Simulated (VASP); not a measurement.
# Al15CuN16 (a cell with a defect) in VASP: settings compared, part 2 of 2

VASP 6.6.1. The steps go on from the part before.

## (4) Single point, HSE06

Input file POSCAR:

```
Al15CuN16
1.0
    6.2595139128      0.0000000578      0.0000000000
   -3.1297570064      5.4208980350      0.0000000000
    0.0000000000      0.0000000000     10.0348065929
Al Cu N
15 1 16
Direct
    0.3334810173      0.1665371374      0.2536688755
    0.3335292714      0.1665980525      0.7471977654
    0.1672670314      0.3325851646      0.9931492138
    0.3338240252      0.6635935046      0.2530129529
    0.1730379300      0.8357167086      0.4961409497
    0.3326929744      0.6639102147      0.7471441201
    0.1678875064      0.8331676268      0.9999017622
    0.8361921200      0.1660006567      0.2530406752
    0.6646962423      0.3274220016      0.4961468033
    0.8361001664      0.1672603891      0.7471348687
    0.6669032419      0.3320533418      0.9998631986
    0.8345964938      0.6654231190      0.2508558627
    0.6656567995      0.8346771367      0.4963590331
    0.8340734627      0.6659878680      0.7463275966
    0.6669016930      0.8329993209      0.9993728550
    0.1629440655      0.3372924975      0.5090036252
    0.3404777571      0.1599327906      0.4358106804
    0.1689970590      0.3307808137      0.1838554479
    0.3352844205      0.1645619091      0.9399217878
    0.1686419908      0.3314863825      0.7146800199
    0.3450311396      0.6876551081      0.4348272598
    0.1669773259      0.8300459235      0.1871221413
    0.3349928957      0.6721280646      0.9401004447
    0.1686327557      0.8318572688      0.6896318980
    0.8126935312      0.1552810485      0.4348898244
    0.6701102819      0.3330744302      0.1870699747
    0.8275890853      0.1646173349      0.9399697162
    0.6682500357      0.3313771237      0.6896217054
    0.8335905243      0.6667466299      0.4388347533
    0.6700116591      0.8298817527      0.1865203924
    0.8327385235      0.6669558562      0.9374407510
    0.6682550329      0.8316444595      0.6904261705
```

Input file INCAR.step1:

```
ALGO     = Normal         # electronic algorithm
EDIFF    = 1E-5           # SCF threshold, eV
ENCUT    = 520            # plane-wave cutoff, eV
GGA      = PE             # functional
GGA_COMPAT= False        
ISIF     = 2              # what is computed and relaxed
ISMEAR   = -1             # smearing method
ISYM     = -1           
LASPH    = True           # aspherical terms in the spheres
LREAL    = Auto         
LWAVE    = True           # write WAVECAR
NBANDS   = 90             # bands
NELECT   = 138.0        
NELM     = 120            # most SCF steps
PREC     = Accurate       # precision mode
SIGMA    = 0.01           # smearing width, eV
```

Input file INCAR.step2:

```
ALGO     = Normal         # electronic algorithm
EDIFF    = 1E-6           # SCF threshold, eV
ENCUT    = 520            # plane-wave cutoff, eV
GGA      = PE             # functional
GGA_COMPAT= False        
HFSCREEN = 0.2079         # screening, 1/A
ISIF     = 2              # what is computed and relaxed
ISMEAR   = -1             # smearing method
ISTART   = 1            
ISYM     = -1           
LASPH    = True           # aspherical terms in the spheres
LCHARG   = True           # write CHGCAR
LELF     = True           # ELF
LHFCALC  = True           # exact exchange
LREAL    = Auto         
LVHAR    = True         
LWAVE    = False          # write WAVECAR
NBANDS   = 90             # bands
NELECT   = 138.0        
NELM     = 120            # most SCF steps
PREC     = Accurate       # precision mode
PRECFOCK = Fast         
SIGMA    = 0.01           # smearing width, eV
```

Input file KPOINTS:

```
explicit points
1
Reciprocal
  0.25000000   0.25000000   0.25000000 1
```

Run with:

```sh
cat potpaw_PBE.64/Al/POTCAR potpaw_PBE.64/Cu/POTCAR potpaw_PBE.64/N/POTCAR > POTCAR
cp INCAR.step1 INCAR
mpirun -np 1 vasp_std > vasp.out
cp INCAR.step2 INCAR
mpirun -np 1 vasp_std > vasp.out
```

Wall time 6.2 min (1 thread of AMD EPYC 7R43 (Zen 3), shared host); peak memory 0.55 GiB.

It converged, with:

```
Free energy   : -262.6585 eV
Largest force : 0.191 eV/Å
```

Forces in eV/Å, atoms in the order of the input:
```
Al   0.010 -0.002  0.099
Al  -0.073  0.041  0.033
Al   0.010 -0.008  0.037
Al  -0.014  0.029  0.106
Al   0.102  0.051 -0.089
Al  -0.002 -0.041  0.055
Al   0.022 -0.006  0.040
Al  -0.024  0.009  0.104
Al   0.008 -0.124 -0.090
Al   0.037  0.026  0.050
Al   0.007 -0.024  0.040
Al  -0.008  0.009  0.026
Al  -0.080  0.044 -0.083
Al  -0.015  0.009  0.024
Al  -0.002 -0.007  0.038
Cu   0.017 -0.012 -0.077
N    0.144 -0.081 -0.089
N    0.001 -0.005 -0.014
N   -0.012  0.015 -0.004
N    0.007 -0.006  0.136
N   -0.030  0.169 -0.078
N   -0.002 -0.018 -0.049
N   -0.006 -0.004 -0.014
N    0.007 -0.022  0.001
N   -0.162 -0.057 -0.084
N    0.007  0.004 -0.048
N    0.001  0.019 -0.007
N    0.022  0.005  0.003
N   -0.010  0.007 -0.021
N    0.021 -0.016 -0.044
N   -0.006  0.010 -0.007
N    0.022 -0.014  0.006
```

Levels at points of the mesh, in eV from the Fermi level:
| k point | band 65 | band 66 | band 67 | band 68 | band 69 | band 70 | band 71 | band 72 | band 73 | band 74 |
| --- | --- | --- | --- | --- | --- | --- | --- | --- | --- | --- |
| (0.25, 0.25, 0.25) | -1.29 | -1.19 | -0.65 | -0.43 | -0.28 | 4.19 | 4.79 | 4.89 | 4.94 | 5.11 |

Caveat: the cell carries a net charge on a neutralising background, which shifts energy and pressure; the cell is charged against a uniform background, so pressure and absolute levels hang on convention; the PAW data sets were made with another functional, which shifts forces and pressure a little.

## (5) Single point, HSE06

Input file POSCAR:

```
Al15CuN16
1.0
    6.2595139128      0.0000000578      0.0000000000
   -3.1297570064      5.4208980350      0.0000000000
    0.0000000000      0.0000000000     10.0348065929
Al Cu N
15 1 16
Direct
    0.3343626313      0.1666511766      0.2499647537
    0.3349435608      0.1673204610      0.7498563960
    0.1672383730      0.3348073422      1.0003668554
    0.3365990350      0.6671861631      0.2509333068
    0.1656645974      0.8335511516      0.5019391373
    0.3366103175      0.6715955857      0.7505178416
    0.1671605589      0.8336839024      1.0005676915
    0.8337527411      0.1643933798      0.2511954234
    0.6681958122      0.3354043415      0.5017198825
    0.8314614596      0.1663205192      0.7501480190
    0.6672160925      0.3342572349      1.0006898889
    0.8351461907      0.6662139040      0.2508942440
    0.6688227437      0.8328650687      0.5020719072
    0.8344869139      0.6675833988      0.7514638347
    0.6680898536      0.8337787306      1.0003787074
    0.1620026269      0.3394261416      0.4988393693
    0.3373784389      0.1639077326      0.4389928511
    0.1687490561      0.3322548148      0.1904344048
    0.3322031253      0.1685110028      0.9403519202
    0.1684528183      0.3357777748      0.6969894022
    0.3450296509      0.6856087204      0.4399879956
    0.1694170745      0.8318116674      0.1900879104
    0.3336174109      0.6695119593      0.9405005913
    0.1684096659      0.8337982855      0.6912056446
    0.8156125935      0.1554851827      0.4396634858
    0.6696806418      0.3320048922      0.1902728709
    0.8325922387      0.1687644509      0.9405073475
    0.6685579276      0.3337400181      0.6911331279
    0.8337545614      0.6674667296      0.4405696332
    0.6700295038      0.8308353715      0.1892056675
    0.8331704459      0.6681218171      0.9407157832
    0.6696700543      0.8330836339      0.6918654621
```

Input file INCAR.step1:

```
SYSTEM = Al15CuN16
PREC = Accurate ; ENCUT = 520
EDIFF = 1E-5 ; ISMEAR = -1
SIGMA = 0.01 ; LREAL = Auto
LASPH = .True. ; NELM = 120
ALGO = Normal ; ISIF = 2
LWAVE = .True. ; LCHARG = .False.
GGA = PE ; NBANDS = 90
GGA_COMPAT = .False. ; ISYM = -1
```

Input file INCAR.step2:

```
SYSTEM = Al15CuN16
PREC = Accurate ; ENCUT = 520
EDIFF = 1E-6 ; ISMEAR = -1
SIGMA = 0.01 ; LREAL = Auto
LASPH = .True. ; NELM = 120
ALGO = Normal ; ISIF = 2
LWAVE = .False. ; LCHARG = .False.
GGA = PE ; LHFCALC = .True.
HFSCREEN = 0.2079 ; PRECFOCK = Fast
ISTART = 1 ; NBANDS = 90
GGA_COMPAT = .False. ; ISYM = -1
```

KPOINTS is that of step 4.

Potentials or basis: VASP PAW PBE potentials, release 64 (Al, Cu, N).

Run with:

```sh
cat potpaw_PBE.64/Al/POTCAR potpaw_PBE.64/Cu/POTCAR potpaw_PBE.64/N/POTCAR > POTCAR
cp INCAR.step1 INCAR
mpirun -np 1 vasp_std > vasp.out
cp INCAR.step2 INCAR
mpirun -np 1 vasp_std > vasp.out
```

OUTCAR:

```text
SYSTEM = Al15CuN16
   PREC = Accurate
   ENCUT = 520
   EDIFF = 1E-6
   ISMEAR = -1
   LREAL = Auto
   LASPH = .True.
   NELM = 120
   ISIF = 2
   GGA = PE
   LHFCALC = .True.
   HFSCREEN = 0.2079
   PRECFOCK = Fast
   ISTART = 1
   ISYM = -1

 ion  position               nearest neighbor table
   1  0.334  0.167  0.250-  18 1.89  17 1.90  22 1.91  26 1.91  11 3.08   7 3.09   3 3.09   5 3.11
                             9 3.11   4 3.13   8 3.13  12 3.13  12 3.13   8 3.13   4 3.13
   2  0.335  0.167  0.750-  20 1.89  24 1.90  28 1.90  19 1.91   5 3.08   9 3.08  11 3.10   7 3.10
                             3 3.10   6 3.11  10 3.11  14 3.13  14 3.13  10 3.15   6 3.15
   3  0.167  0.335  0.000-  19 1.89  18 1.91  27 1.91  23 1.91   4 3.09   1 3.09   8 3.10  10 3.10
[... 312 lines left out ...]
  in kB      -42.1147674    -84.5915423    -19.3877618    -28.5012454     10.2302364     -0.4624816
  external PRESSURE =     -48.6980238 kB  Pullay stress =       0.0000000 kB

 VOLUME and BASIS-vectors are now :
 -----------------------------------------------------------------------------
  energy-cutoff  :      520.00
  volume of cell :      340.50
      direct lattice vectors                 reciprocal lattice vectors
     6.259513913  0.000000058  0.000000000     0.159756813  0.092235641  0.000000000
    -3.129757006  5.420898035  0.000000000    -0.000000002  0.184471279  0.000000000
     0.000000000  0.000000000 10.034806593     0.000000000  0.000000000  0.099653141

 POSITION                                       TOTAL-FORCE (eV/Angst)
 -----------------------------------------------------------------------------------
      1.57137      0.90340      2.50835        -0.014742     -0.031472     -0.092983
      1.57291      0.90703      7.52466        -0.016009      0.062102      0.116872
     -0.00103      1.81496      0.00368         0.020301      0.027236     -0.018576
      0.01882      3.61675      2.51807        -0.032359      0.045542     -0.270761
     -1.57183      4.51860      5.03686        -0.135119      0.073046      0.117003
      0.00509      3.64065      7.53130         0.011614     -0.100087      0.170171
[... 24 lines left out ...]
      3.12418      3.62182      9.43990        -0.006738      0.002593     -0.038159
      1.58446      4.51606      6.94274        -0.012383     -0.018645     -0.068622
 -----------------------------------------------------------------------------------
    total drift:                                0.000006      0.010889      0.043759

  FREE ENERGIE OF THE ION-ELECTRON SYSTEM (eV)
  ---------------------------------------------------
  free  energy   TOTEN  =      -276.1595785772 eV

  energy  without entropy=     -276.1595785772  energy(sigma->0) =     -276.15957858
```

OUTCAR.step1:

```text
SYSTEM = Al15CuN16
   PREC = Accurate
   ENCUT = 520
   EDIFF = 1E-5
   ISMEAR = -1
   LREAL = Auto
   LASPH = .True.
[... 334 lines left out ...]
      0.00509      3.64065      7.53130        -0.004484      0.003170      0.002251
[... 24 lines left out ...]
      3.12418      3.62182      9.43990        -0.001316     -0.000768     -0.001009
      1.58446      4.51606      6.94274        -0.003002     -0.002393     -0.006414
 -----------------------------------------------------------------------------------
    total drift:                               -0.003077      0.015760      0.020485

  FREE ENERGIE OF THE ION-ELECTRON SYSTEM (eV)
  ---------------------------------------------------
  free  energy   TOTEN  =      -234.8180729512 eV

  energy  without entropy=     -234.7907375101  energy(sigma->0) =     -234.80440523
```

Wall time 9.8 min (1 thread of AMD EPYC 7R43 (Zen 3), shared host); peak memory 0.54 GiB.

Results:

```
Free energy            : -276.1596 eV
Pressure               : -4.9 GPa
Largest force          : 0.439 eV/Å
Band gap on the k mesh : 1.32 eV
```

Forces in eV/Å, atoms in the order of the input:
```
Al  -0.015 -0.031 -0.093
Al  -0.016  0.062  0.117
Al   0.020  0.027 -0.019
Al  -0.032  0.046 -0.271
Al  -0.135  0.073  0.117
Al   0.012 -0.100  0.170
Al   0.043  0.014  0.041
Al  -0.036 -0.008  0.071
Al   0.107 -0.020  0.009
Al  -0.012  0.027  0.051
Al  -0.007 -0.037  0.000
Al   0.014  0.022 -0.050
Al   0.137  0.237  0.038
Al  -0.016 -0.008  0.062
Al  -0.034 -0.009  0.012
Cu  -0.090 -0.352  0.057
N   -0.356 -0.153 -0.017
N    0.028  0.027  0.060
N    0.021 -0.009 -0.044
N    0.130  0.372 -0.195
N   -0.030  0.048  0.215
N    0.013 -0.047 -0.001
N   -0.012  0.033  0.011
N    0.019 -0.010 -0.106
N    0.265 -0.141 -0.157
N    0.018 -0.022  0.084
N    0.001  0.004 -0.041
N   -0.005  0.004 -0.066
N   -0.009 -0.023  0.009
N   -0.003 -0.008  0.043
N   -0.007  0.003 -0.038
N   -0.012 -0.019 -0.069
```

Stress tensor (GPa, compression positive):
```
-4.21 -2.85 -0.05
-2.85 -8.46  1.02
-0.05  1.02 -1.94
```

Caveat: the PAW data sets were made with another functional, which shifts forces and pressure a little.
